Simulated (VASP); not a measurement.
# PbSe (Clausthalite) (Fm-3m) in VASP: phonons with PBEsol+D3(BJ)

Aim: the phonons of PbSe (Clausthalite) with PBEsol+D3(BJ).

Program: VASP 6.6.1. These are calculated values, not measurements. Logs are shortened: lines on timing, memory, paths and dates and some standing lists are left out, and cuts for length are marked.

### 1 The cell of the first run

The structure is cubic, space group Fm-3m (No. 225). Conventional cell: a = 6.121 Å, b = 6.121 Å, c = 6.121 Å, α = 90.00°, β = 90.00°, γ = 90.00°. Within 4.0 Å of Pb (site symmetry m-3m) lie 6 Se at 3.06 Å. Se (site symmetry m-3m) has 6 Pb at 3.06 Å within 4.0 Å.

### 2 Phonons, PBEsol+D3(BJ)

The input, INCAR:

```
PREC = Accurate
ENCUT = 520
EDIFF = 1E-8
ISMEAR = -1
SIGMA = 0.01
LREAL = False
LASPH = True
NELM = 80
ALGO = Normal
ISIF = 2
LWAVE = False
LCHARG = True
GGA = PS
IVDW = 12
IBRION = 6
NFREE = 2
POTIM = 0.015
NSW = 1
```

The input, KPOINTS:

```
regular mesh
0
Gamma
  6 6 6
```

The input, POSCAR:

```
PbSe
1.0
    0.0000000000      3.0606500000      3.0606500000
    3.0606500000      0.0000000000      3.0606500000
    3.0606500000      3.0606500000      0.0000000000
Pb Se
1 1
Direct
    0.0000000000      0.0000000000      0.0000000000
    0.5000000000      0.5000000000      0.5000000000
```

Potentials or basis: VASP PAW PBE potentials, release 64 (Pb_d, Se).

On the command line:

```
cat potpaw_PBE.64/Pb_d/POTCAR potpaw_PBE.64/Se/POTCAR > POTCAR
mpirun -np 1 vasp_std > vasp.out
```

OUTCAR:

```text
PREC = Accurate
   ENCUT = 520
   EDIFF = 1E-8
   ISMEAR = -1
   LREAL = False
   LASPH = True
   NELM = 80
   ISIF = 2
   GGA = PS
   IVDW = 12
   IBRION = 6
   NFREE = 2
   POTIM = 0.015
   NSW = 1
 IVDW          = 12

 ion  position               nearest neighbor table
   1  0.000  0.000  0.000-   2 3.06   2 3.06   2 3.06   2 3.06   2 3.06   2 3.06
   2  0.500  0.500  0.500-   1 3.06   1 3.06   1 3.06   1 3.06   1 3.06   1 3.06

  LATTYP: Found a face centered cubic cell.
 ALAT       =     6.1213000000

  Lattice vectors:

 A1 = (   0.0000000000,   3.0606500000,   3.0606500000)
 A2 = (   3.0606500000,   0.0000000000,   3.0606500000)
 A3 = (   3.0606500000,   3.0606500000,   0.0000000000)

Analysis of symmetry for initial positions (statically):
=====================================================================
 Subroutine PRICEL returns:
 Original cell was already a primitive cell.

 Routine SETGRP: Setting up the symmetry group for a
 face centered cubic supercell.

 Subroutine GETGRP returns: Found 48 space group operations
 (whereof 48 operations were pure point group operations)
 out of a pool of 48 trial point group operations.

The static configuration has the point symmetry O_h .

Analysis of symmetry for dynamics (positions and initial velocities):
=====================================================================
 Subroutine PRICEL returns:
 Original cell was already a primitive cell.

 Routine SETGRP: Setting up the symmetry group for a
 face centered cubic supercell.

 Subroutine GETGRP returns: Found 48 space group operations
 (whereof 48 operations were pure point group operations)
 out of a pool of 48 trial point group operations.

The dynamic configuration has the point symmetry O_h .

 Subroutine INISYM returns: Found 48 space group operations
 (whereof 48 operations are pure point group operations),
 and found     1 'primitive' translations

----------------------------------------------------------------------------------------

                                     Primitive cell

  volume of cell :      57.3418

  direct lattice vectors                    reciprocal lattice vectors
     0.000000000  3.060650000  3.060650000    -0.163363991  0.163363991  0.163363991
     3.060650000  0.000000000  3.060650000     0.163363991 -0.163363991  0.163363991
     3.060650000  3.060650000  0.000000000     0.163363991  0.163363991 -0.163363991

  length of vectors
     4.328412740  4.328412740  4.328412740     0.282954733  0.282954733  0.282954733

  position of ions in fractional coordinates (direct lattice)
     0.000000000  0.000000000  0.000000000
     0.500000000  0.500000000  0.500000000

  ion indices of the primitive-cell ions
   primitive index   ion index
                 1           1
                 2           2

----------------------------------------------------------------------------------------

 KPOINTS: regular mesh

Automatic generation of k-mesh.
 Grid dimensions read from file:
 generate k-points for:    6    6    6

 Generating k-lattice:

  Cartesian coordinates                     Fractional coordinates (reciprocal lattice)
    -0.027227332  0.027227332  0.027227332     0.166666667  0.000000000  0.000000000
     0.027227332 -0.027227332  0.027227332     0.000000000  0.166666667  0.000000000
     0.027227332  0.027227332 -0.027227332     0.000000000  0.000000000  0.166666667

  Length of vectors
     0.047159122  0.047159122  0.047159122

  Shift w.r.t. Gamma in fractional coordinates (k-lattice)
     0.000000000  0.000000000  0.000000000

 Subroutine IBZKPT returns following result:
 ===========================================

 Found     16 irreducible k-points:

 Following reciprocal coordinates:
            Coordinates               Weight
  0.000000  0.000000  0.000000      1.000000
  0.166667  0.000000  0.000000      8.000000
  0.333333  0.000000  0.000000      8.000000
  0.500000  0.000000  0.000000      4.000000
  0.166667  0.166667  0.000000      6.000000
  0.333333  0.166667  0.000000     24.000000
[... 8 lines left out ...]
 -0.333333  0.333333  0.166667     24.000000
 -0.333333  0.500000  0.166667     12.000000
   k-points           NKPTS =     16   k-points in BZ     NKDIM =     16   number of bands    NBANDS=     14
   number of dos      NEDOS =    301   number of ions     NIONS =      2
   total plane-waves  NPLWV =  32768
   dimension x,y,z NGX =    32 NGY =   32 NGZ =   32
   dimension x,y,z NGXF=    64 NGYF=   64 NGZF=   64
   ions per type =               1   1
   NGX,Y,Z   is equivalent  to a cutoff of  12.29, 12.29, 12.29 a.u.
   NGXF,Y,Z  is equivalent  to a cutoff of  24.58, 24.58, 24.58 a.u.
 SYSTEM =  unknown system
   PREC   = accura    normal or accurate (medium, high low for compatibility)
   ISTART =      0    job   : 0-new  1-cont  2-samecut
   ICHARG =      2    charge: 1-file 2-atom 10-const
   ISPIN  =      1    spin polarized calculation?
   LNONCOLLINEAR =      F non collinear calculations
   LSORBIT =      F    spin-orbit coupling
   LASPH  =      T    aspherical Exc in radial PAW
   ENCUT  =  520.0 eV  38.22 Ry    6.18 a.u.   8.05  8.05  8.05*2*pi/ulx,y,z
   NELM   =     80;   NELMIN=  2; NELMDL= -5     # of ELM steps
   EDIFF  = 0.1E-07   stopping-criterion for ELM
   LREAL  =      F    real-space projection
   EDIFFG = 0.1E-06   stopping-criterion for IOM
   NSW    =     61    number of steps for IOM
   IBRION =      6    ionic relax: 0-MD 1-quasi-New 2-CG
   NFREE  =      2    steps in history (QN), initial steepest desc. (CG)
   ISIF   =      2    stress and relaxation
   ISYM   =      2    0-nonsym 1-usesym 2-fastsym
   POTIM  = 0.0150    time-step for ionic-motion
   TEBEG  =    0.0;   TEEND  =   0.0 temperature during run
   PSTRESS=    0.0 pullay stress
   NELECT =      20.0000    total number of electrons
   NUPDOWN=      -1.0000    fix difference up-down
   EMIN   =  10.00;   EMAX   =-10.00  energy-range for DOS
   EFERMI =   0.00;   METHOD = LEGACY
   ISMEAR =    -1;   SIGMA  =   0.01  broadening in eV -4-tet -1-fermi 0-gaus
   EFERMI_NEDOS =   21; number of points for ismear=-14 and -15
   IALGO  =     38    algorithm
   IMIX   =      4    mixing-type and parameters
     AMIX     =   0.40;   BMIX     =  1.00
     AMIX_MAG =   1.60;   BMIX_MAG =  1.00
  volume/ion in A,a.u.               =      28.67       193.48
  Fermi-wavevector in a.u.,A,eV,Ry     =   1.152377  2.177676 18.068159  1.327972
  Thomas-Fermi vector in A             =   2.289028
   LORBIT       =      0    0 simple, 1 ext, 2 COOP (PROOUT), +10 PAW based schemes
   GGA     = PS    functional components
   LHFCALC =     F    Hartree Fock is set to
   AEXX    =    0.0000 exact exchange contribution
   IVDW    =    12    specifies the selected vdW correction
   LEPSILON=     F    determine dielectric tensor
   LRPA    =     F    only Hartree local field effects (RPA)
 finite differences with symmetry
 non-spin polarized calculation
  energy-cutoff  :      520.00
  volume of cell :       57.34
 maximum number of plane-waves:      1572
   NGX = 17   NGY = 17   NGZ = 17

--------------------------------------- Ionic step        1  -------------------------------------------

 number of electron      20.0000000 magnetization

 Free energy of the ion-electron system (eV)
  ---------------------------------------------------
  ext. energy  EPLUGINS =         0.00000000
  ---------------------------------------------------
  free energy    TOTEN  =        -8.92033479 eV

  energy without entropy =       -8.92033448  energy(sigma->0) =       -8.92033464

------------------------ aborting loop because EDIFF is reached ----------------------------------------

 Edisp (eV)   -0.71579

 E8    (eV) :    -0.4933
[... 151 lines left out ...]
--------------------------------------- Ionic step        5  -------------------------------------------

 number of electron      20.0000000 magnetization

 Free energy of the ion-electron system (eV)
  ---------------------------------------------------
  ext. energy  EPLUGINS =         0.00000000
  ---------------------------------------------------
  free energy    TOTEN  =        -8.92034874 eV

  energy without entropy =       -8.92034850  energy(sigma->0) =       -8.92034862

 E-fermi :   5.0096     XC(G=0):  -9.7202

 val. band max:        4.9050960283   @ k =   0.5000   0.0000   0.0000
 cond. band min:       5.1140808682   @ k =   0.5000   0.0000   0.0000
 fundamental gap:      0.2089848399
 Fermi energy:         5.0095883965

 k-point     1 :       0.0000    0.0000    0.0000
  band No.  band energies     occupation
      1     -11.8347      2.00000
      2     -11.8347      2.00000
      3     -11.8347      2.00000
      4     -11.8332      2.00000
      5     -11.8332      2.00000
      6      -8.6994      2.00000
      7      -1.4220      2.00000
      8       3.0368      2.00000
      9       3.0373      2.00000
     10       3.0373      2.00000
     11       9.5859      0.00000
     12       9.5859      0.00000
     13       9.5878      0.00000
     14      11.3584      0.00000
[... 377 lines left out ...]
      1     -11.9109      2.00000
      2     -11.8371      2.00000
      3     -11.8274      2.00000
      4     -11.8095      2.00000
      5     -11.7995      2.00000
      6      -7.3244      2.00000
      7      -3.3804      2.00000
      8       0.5992      2.00000
      9       2.5330      2.00000
     10       2.9936      2.00000
     11       7.5597      0.00000
     12       8.1468      0.00000
     13       9.9459      0.00000
     14      11.6550      0.00000

 [... further k-points ...]

------------------------ aborting loop because EDIFF is reached ----------------------------------------

 Edisp (eV)   -0.71579

 E8    (eV) :    -0.4933
[... 25 lines left out ...]
  FREE ENERGIE OF THE ION-ELECTRON SYSTEM (eV)
  ---------------------------------------------------
  free  energy   TOTEN  =        -9.6361429129 eV

  energy  without entropy=       -9.6361426672  energy(sigma->0) =       -9.63614279

 INTERNAL STRAIN TENSORS FROM DISPLACED ATOMS
 ============================================

 INTERNAL STRAIN TENSOR FOR ION    1 for displacements in x,y,z  (eV/Angst):
          X           Y           Z          XY          YZ          ZX
  --------------------------------------------------------------------------------
  x     0.00000     0.00000     0.00000     0.00000     0.00000     0.00000
  y     0.00000     0.00000     0.00000     0.00000     0.00000     0.00000
  z     0.00000     0.00000     0.00000     0.00000     0.00000     0.00000

 INTERNAL STRAIN TENSOR FOR ION    2 for displacements in x,y,z  (eV/Angst):
          X           Y           Z          XY          YZ          ZX
  --------------------------------------------------------------------------------
  x     0.00000     0.00000     0.00000     0.00000     0.00000     0.00000
  y     0.00000     0.00000     0.00000     0.00000     0.00000     0.00000
  z     0.00000     0.00000     0.00000     0.00000     0.00000     0.00000

 Eigenvectors and eigenvalues of the dynamical matrix
 ----------------------------------------------------

   1 f  =    0.001164 THz     0.007313 2PiTHz    0.038826 cm-1     0.004814 meV
             X         Y         Z           dx          dy          dz
      0.000000  0.000000  0.000000     0.229876    0.811294   -0.120223
      3.060650  3.060650  3.060650     0.141401    0.499042   -0.073951
[... 21 lines left out ...]
   6 f/i=    0.730307 THz     4.588653 2PiTHz   24.360414 cm-1     3.020305 meV
             X         Y         Z           dx          dy          dz
      0.000000  0.000000  0.000000     0.523933    0.000000   -0.000000
      3.060650  3.060650  3.060650    -0.851759   -0.000000   -0.000000

 ELASTIC MODULI CONTR FROM IONIC RELAXATION (kBar)
 Direction    XX          YY          ZZ          XY          YZ          ZX
 --------------------------------------------------------------------------------
 XX           0.0000      0.0000      0.0000      0.0000      0.0000      0.0000
 YY           0.0000      0.0000      0.0000      0.0000      0.0000      0.0000
 ZZ           0.0000      0.0000      0.0000      0.0000      0.0000      0.0000
 XY           0.0000      0.0000      0.0000      0.0000      0.0000      0.0000
 YZ           0.0000      0.0000      0.0000      0.0000      0.0000      0.0000
 ZX           0.0000      0.0000      0.0000      0.0000      0.0000      0.0000
 --------------------------------------------------------------------------------
```

Run time: 54 s. Hardware: 1 thread of Intel Xeon Platinum 8488C (Sapphire Rapids), shared host; peak memory 0.21 GiB.

Results:

| Property | Result |
| --- | --- |
| Highest phonon frequency at Γ, LO-TO splitting left out | 0 cm⁻¹ |
| Most unstable mode | 24i cm⁻¹ |
| Dispersion energy per atom | -0.358 eV |

Phonon frequencies in cm⁻¹ (negative: imaginary):
```csv
q point,frequencies
"(0.000, 0.000, 0.000)",-24 -24 -24 0 0 0
```

Caveat: the cell wasn't relaxed at this level first, which shifts response properties; some modes are imaginary; spin-orbit coupling is left out, which moves the levels of the heavy elements.
